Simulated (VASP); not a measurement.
# P (Cmce) in VASP: a series of runs

P is run at these levels: LDA; tasks: single point.

Everything below comes from runs of VASP 6.6.1. Logs are shortened: lines on timing, memory, paths and dates and some standing lists are left out, and cuts for length are marked.

## (1) The cell of the first run

It takes space group Cmce (No. 64, orthorhombic). Conventional cell: a = 3.310 Å, b = 10.163 Å, c = 4.128 Å, α = 90.00°, β = 90.00°, γ = 90.00°. P (site symmetry m) has 3 P at 2.22 to 2.24 Å within 2.9 Å.

## (2) Single point, LDA

Input file INCAR:

```
SYSTEM = P
PREC     = Accurate       ! precision mode
ENCUT    = 520            ! plane-wave cutoff, eV
EDIFF    = 1E-6           ! SCF threshold, eV
ISMEAR   = 0              ! smearing method
SIGMA    = 0.1            ! smearing width, eV
LREAL    = .FALSE.        ! projectors in reciprocal space
LASPH    = .TRUE.         ! aspherical terms in the spheres
NELM     = 60             ! most SCF steps
ALGO     = Normal         ! electronic algorithm
ISIF     = 2              ! what is computed and relaxed
LWAVE    = .FALSE.        ! write WAVECAR
LCHARG   = .FALSE.        ! write CHGCAR
NBANDS   = 18             ! bands
```

Input file KPOINTS:

```
regular mesh
0
G
  14 14 10
  0 0 0
```

Input file POSCAR:

```
P
1.0
    1.6548962099     -5.0813222417      0.0000000000
    1.6548962099      5.0813222417      0.0000000000
    0.0000000000      0.0000000000      4.1282394943
P
4
Direct
    0.8935231827      0.1064768173      0.0710045359
    0.6064768173      0.3935231827      0.5710045359
    0.1064768173      0.8935231827      0.9289954641
    0.3935231827      0.6064768173      0.4289954641
```

Potentials or basis: VASP PAW LDA potentials, release 64 (P).

Command:

```bash
$ cat potpaw_LDA.64/P/POTCAR > POTCAR
$ mpirun -np 1 vasp_std > vasp.out
```

OUTCAR:

```text
SYSTEM = P
   PREC = Accurate
   ENCUT = 520
   EDIFF = 1E-6
   ISMEAR = 0
   LREAL = .FALSE.
   LASPH = .TRUE.
   NELM = 60
   ISIF = 2

 ion  position               nearest neighbor table
   1  0.894  0.106  0.071-   4 2.22   4 2.22   3 2.24
   2  0.606  0.394  0.571-   3 2.22   3 2.22   4 2.24
   3  0.106  0.894  0.929-   2 2.22   2 2.22   1 2.24
   4  0.394  0.606  0.429-   1 2.22   1 2.22   2 2.24

  LATTYP: Found a base centered orthorhombic cell.
 ALAT       =     3.3097924198
 B/A-ratio  =     3.0704779015
 C/A-ratio  =     1.2472804849

  Lattice vectors:

 A1 = (   1.6548962099,  -5.0813222417,   0.0000000000)
 A2 = (   1.6548962099,   5.0813222417,   0.0000000000)
 A3 = (   0.0000000000,   0.0000000000,   4.1282394943)

Analysis of symmetry for initial positions (statically):
=====================================================================
 Subroutine PRICEL returns:
 Original cell was already a primitive cell.

 Routine SETGRP: Setting up the symmetry group for a
 base centered orthorhombic supercell.

 Subroutine GETGRP returns: Found  8 space group operations
 (whereof  4 operations were pure point group operations)
 out of a pool of  8 trial point group operations.

The static configuration has the point symmetry C_2h.
 The point group associated with its full space group is D_2h.

Analysis of symmetry for dynamics (positions and initial velocities):
=====================================================================
 Subroutine PRICEL returns:
 Original cell was already a primitive cell.

 Routine SETGRP: Setting up the symmetry group for a
 base centered orthorhombic supercell.

 Subroutine GETGRP returns: Found  8 space group operations
 (whereof  4 operations were pure point group operations)
 out of a pool of  8 trial point group operations.

The dynamic configuration has the point symmetry C_2h.
 The point group associated with its full space group is D_2h.

 Subroutine INISYM returns: Found  8 space group operations
 (whereof  4 operations are pure point group operations),
 and found     1 'primitive' translations

----------------------------------------------------------------------------------------

                                     Primitive cell

  volume of cell :      69.4292
[... 90 lines left out ...]
   LASPH  =      T    aspherical Exc in radial PAW
   ENCUT  =  520.0 eV  38.22 Ry    6.18 a.u.   9.94  9.94  7.68*2*pi/ulx,y,z
   NELM   =     60;   NELMIN=  2; NELMDL= -5     # of ELM steps
   EDIFF  = 0.1E-05   stopping-criterion for ELM
   LREAL  =      F    real-space projection
   EDIFFG = 0.1E-04   stopping-criterion for IOM
   NSW    =      0    number of steps for IOM
   IBRION =     -1    ionic relax: 0-MD 1-quasi-New 2-CG
   NFREE  =      0    steps in history (QN), initial steepest desc. (CG)
   ISIF   =      2    stress and relaxation
   ISYM   =      2    0-nonsym 1-usesym 2-fastsym
   POTIM  = 0.5000    time-step for ionic-motion
   TEBEG  =    0.0;   TEEND  =   0.0 temperature during run
   PSTRESS=    0.0 pullay stress
   NELECT =      20.0000    total number of electrons
   NUPDOWN=      -1.0000    fix difference up-down
   EMIN   =  10.00;   EMAX   =-10.00  energy-range for DOS
   EFERMI =   0.00;   METHOD = LEGACY
   ISMEAR =     0;   SIGMA  =   0.10  broadening in eV -4-tet -1-fermi 0-gaus
   EFERMI_NEDOS =   21; number of points for ismear=-14 and -15
   IALGO  =     38    algorithm
   IMIX   =      4    mixing-type and parameters
     AMIX     =   0.40;   BMIX     =  1.00
     AMIX_MAG =   1.60;   BMIX_MAG =  1.00
  volume/ion in A,a.u.               =      17.36       117.13
  Fermi-wavevector in a.u.,A,eV,Ry     =   1.081195  2.043162 15.904975  1.168983
  Thomas-Fermi vector in A             =   2.217205
   LORBIT       =      0    0 simple, 1 ext, 2 COOP (PROOUT), +10 PAW based schemes
   GGA     = CA    functional components
   LHFCALC =     F    Hartree Fock is set to
   AEXX    =    0.0000 exact exchange contribution
   IVDW    =     0    specifies the selected vdW correction
   LEPSILON=     F    determine dielectric tensor
   LRPA    =     F    only Hartree local field effects (RPA)
 non-spin polarized calculation
 Gauss-broadening in eV      SIGMA  =   0.10
  energy-cutoff  :      520.00
  volume of cell :       69.43
 maximum number of plane-waves:      1888
   NGX = 19   NGY = 19   NGZ = 15

 number of electron      19.9999998 magnetization

 Free energy of the ion-electron system (eV)
  ---------------------------------------------------
  ext. energy  EPLUGINS =         0.00000000
  ---------------------------------------------------
  free energy    TOTEN  =       -24.11601260 eV

  energy without entropy =      -24.11517973  energy(sigma->0) =      -24.11559616

 E-fermi :   7.4832     XC(G=0): -10.5163

 val. band max:        7.4642587895   @ k =   0.5000   0.3571   0.0000
 cond. band min:       7.4908623388   @ k =  -0.4286   0.0714   0.0000
 fundamental gap:      0.0266035493
 Fermi energy:         7.4831947610

 k-point     1 :       0.0000    0.0000    0.0000
  band No.  band energies     occupation
      1      -8.5729      2.00000
      2      -5.1516      2.00000
      3      -1.5607      2.00000
      4       0.0924      2.00000
      5       2.3103      2.00000
      6       3.3845      2.00000
[... 481 lines left out ...]
      5       1.8768      2.00000
      6       2.4190      2.00000
[... 10 lines left out ...]
     17      13.8600      0.00000
     18      15.2784      0.00000

 [... further k-points ...]

------------------------ aborting loop because EDIFF is reached ----------------------------------------

  FORCE on cell =-STRESS in cart. coord.  units (eV):
  Direction    XX          YY          ZZ          XY          YZ          ZX
  --------------------------------------------------------------------------------------
  -------------------------------------------------------------------------------------
  Total       -0.1182308     -0.1305854     -0.1157378      0.0000000     -0.0000000      0.0000000
  in kB       -2.7283417     -3.0134420     -2.6708132      0.0000000     -0.0000000      0.0000000
  external PRESSURE =      -2.8041990 kB  Pullay stress =       0.0000000 kB

 VOLUME and BASIS-vectors are now :
 -----------------------------------------------------------------------------
  energy-cutoff  :      520.00
  volume of cell :       69.43
      direct lattice vectors                 reciprocal lattice vectors
     1.654896210 -5.081322242  0.000000000     0.302133751 -0.098399585  0.000000000
     1.654896210  5.081322242  0.000000000     0.302133751  0.098399585  0.000000000
     0.000000000  0.000000000  4.128239494     0.000000000  0.000000000  0.242234008

 POSITION                                       TOTAL-FORCE (eV/Angst)
 -----------------------------------------------------------------------------------
      1.65490     -3.99924      0.29312         0.000000     -0.032849      0.039358
      1.65490     -1.08209      2.35724         0.000000      0.032849      0.039358
      1.65490      3.99924      3.83512         0.000000      0.032849     -0.039358
      1.65490      1.08209      1.77100         0.000000     -0.032849     -0.039358
 -----------------------------------------------------------------------------------
    total drift:                               -0.000000      0.000000     -0.000000

  FREE ENERGIE OF THE ION-ELECTRON SYSTEM (eV)
  ---------------------------------------------------
  free  energy   TOTEN  =       -24.1160126004 eV

  energy  without entropy=      -24.1151797273  energy(sigma->0) =      -24.11559616
```

OSZICAR:

```text
N       E                     dE             d eps       ncg     rms          rms(c)
DAV:   1     0.512329726189E+02    0.51233E+02   -0.84100E+03 12312   0.953E+02
DAV:   2    -0.209585643514E+02   -0.72192E+02   -0.69469E+02 16450   0.151E+02
DAV:   3    -0.243146682776E+02   -0.33561E+01   -0.33304E+01 16480   0.321E+01
DAV:   4    -0.243469929023E+02   -0.32325E-01   -0.32297E-01 15878   0.383E+00
DAV:   5    -0.243474516802E+02   -0.45878E-03   -0.45872E-03 15776   0.436E-01    0.107E+01
DAV:   6    -0.241856730767E+02    0.16178E+00   -0.77038E-02 14588   0.146E+00    0.625E+00
DAV:   7    -0.241169243781E+02    0.68749E-01   -0.12722E-01 14892   0.184E+00    0.334E-01
DAV:   8    -0.241160214320E+02    0.90295E-03   -0.13197E-02 13872   0.678E-01    0.175E-01
DAV:   9    -0.241160275932E+02   -0.61612E-05   -0.66231E-04 15932   0.148E-01    0.840E-02
DAV:  10    -0.241160129928E+02    0.14600E-04   -0.96141E-05 14908   0.496E-02    0.367E-02
DAV:  11    -0.241160126004E+02    0.39239E-06   -0.99980E-06 14350   0.195E-02
   1 F= -.24116013E+02 E0= -.24115596E+02  d E =-.832873E-03
```

stdout:

```text
POSCAR found type information on POSCAR P
 POSCAR found :  1 types and       4 ions
 scaLAPACK will be used
 LDA part: xc-table for (Slater(with rela. corr.)+CA(PZ))
 , standard interpolation
 POSCAR, INCAR and KPOINTS ok, starting setup
 FFT: planning ... GRIDC
 FFT: planning ... GRID_SOFT
 FFT: planning ... GRID
 WAVECAR not read
 entering main loop
```

It took 7.3 min on 1 thread of Intel Xeon Platinum 8375C at 2.90GHz (Ice Lake), shared host; peak memory 0.39 GiB.

What came out:

```yaml
Free_energy: -24.1160 eV
Pressure: -0.3 GPa
Largest_force: 0.051 eV/Å
Band_gap_on_the_k_mesh: zero (bands 10 and 11 overlap by 0.33 eV)
```

Forces in eV/Å, atoms in the order of the input:
```
P    0.000 -0.033  0.039
P    0.000  0.033  0.039
P    0.000  0.033 -0.039
P    0.000 -0.033 -0.039
```

Levels at points of the mesh, in eV from the Fermi level:
```
           k point  band 8  band 9  band 10  band 11  band 12  band 13
(0.00, 0.00, 0.00)   -2.89   -2.65    -1.34     1.04     1.21     1.88
(0.50, 0.00, 0.00)   -3.19   -2.63    -2.63     0.74     0.74     1.07
(0.50, 0.50, 0.00)   -2.13   -1.86    -0.47     0.48     0.67     2.49
(0.00, 0.00, 0.50)   -3.05   -0.79    -0.79     1.50     1.50     2.19
(0.50, 0.00, 0.50)   -5.80   -2.10    -2.10     1.55     1.55     4.87
(0.50, 0.50, 0.50)   -2.40   -1.18    -1.18     1.29     1.29     2.77
```

## (3) Single point, LDA

INCAR is that of step 2.

KPOINTS is that of step 2.

Input file POSCAR:

```
P
1.0
    1.6548962201     -5.0813222877      0.0000000000
    1.6548962201      5.0813222877      0.0000000000
    0.0000000000      0.0000000000      4.1282394227
P
4
Direct
    0.8935231833      0.1064768167      0.0710045330
    0.6064768167      0.3935231833      0.5710045330
    0.1064768167      0.8935231833      0.9289954670
    0.3935231833      0.6064768167      0.4289954670
```

Potentials or basis: VASP PAW LDA potentials, release 64 (P).

Command:

```bash
$ cat potpaw_LDA.64/P/POTCAR > POTCAR
$ mpirun -np 1 vasp_std > vasp.out
```

OUTCAR:

```text
SYSTEM = P
   PREC = Accurate
   ENCUT = 520
   EDIFF = 1E-6
   ISMEAR = 0
   LREAL = .FALSE.
   LASPH = .TRUE.
   NELM = 60
   ISIF = 2

 ion  position               nearest neighbor table
   1  0.894  0.106  0.071-   4 2.22   4 2.22   3 2.24
   2  0.606  0.394  0.571-   3 2.22   3 2.22   4 2.24
   3  0.106  0.894  0.929-   2 2.22   2 2.22   1 2.24
   4  0.394  0.606  0.429-   1 2.22   1 2.22   2 2.24

  LATTYP: Found a base centered orthorhombic cell.
 ALAT       =     3.3097924402
[... 703 lines left out ...]

  FORCE on cell =-STRESS in cart. coord.  units (eV):
  Direction    XX          YY          ZZ          XY          YZ          ZX
  --------------------------------------------------------------------------------------
  -------------------------------------------------------------------------------------
  Total       -0.1182309     -0.1305857     -0.1157377      0.0000000     -0.0000000      0.0000000
  in kB       -2.7283453     -3.0134486     -2.6708098      0.0000000     -0.0000000      0.0000000
  external PRESSURE =      -2.8042012 kB  Pullay stress =       0.0000000 kB

 VOLUME and BASIS-vectors are now :
 -----------------------------------------------------------------------------
  energy-cutoff  :      520.00
  volume of cell :       69.43
      direct lattice vectors                 reciprocal lattice vectors
     1.654896220 -5.081322288  0.000000000     0.302133749 -0.098399584  0.000000000
     1.654896220  5.081322288  0.000000000     0.302133749  0.098399584  0.000000000
     0.000000000  0.000000000  4.128239423     0.000000000  0.000000000  0.242234013

 POSITION                                       TOTAL-FORCE (eV/Angst)
 -----------------------------------------------------------------------------------
      1.65490     -3.99924      0.29312         0.000000     -0.032849      0.039358
      1.65490     -1.08209      2.35724         0.000000      0.032849      0.039358
      1.65490      3.99924      3.83512         0.000000      0.032849     -0.039358
      1.65490      1.08209      1.77100         0.000000     -0.032849     -0.039358
 -----------------------------------------------------------------------------------
    total drift:                                0.000000     -0.000000      0.000000

  FREE ENERGIE OF THE ION-ELECTRON SYSTEM (eV)
  ---------------------------------------------------
  free  energy   TOTEN  =       -24.1160126001 eV

  energy  without entropy=      -24.1151797266  energy(sigma->0) =      -24.11559616
```

stdout:

```text
POSCAR found type information on POSCAR P
 POSCAR found :  1 types and       4 ions
 scaLAPACK will be used
 LDA part: xc-table for (Slater(with rela. corr.)+CA(PZ))
 , standard interpolation
 POSCAR, INCAR and KPOINTS ok, starting setup
 FFT: planning ... GRIDC
 FFT: planning ... GRID_SOFT
 FFT: planning ... GRID
 WAVECAR not read
 entering main loop
```

It took 8.4 min on 1 thread of Oxide Virtual Turin-like, shared host; peak memory 0.35 GiB.

Results:

* Free energy: -24.1160 eV
* Pressure: -0.3 GPa
* Largest force: 0.051 eV/Å
* Band gap on the k mesh: zero (bands 10 and 11 overlap by 0.33 eV)

Forces on the atoms (eV/Å):
```
P    0.000 -0.033  0.039
P    0.000  0.033  0.039
P    0.000  0.033 -0.039
P    0.000 -0.033 -0.039
```
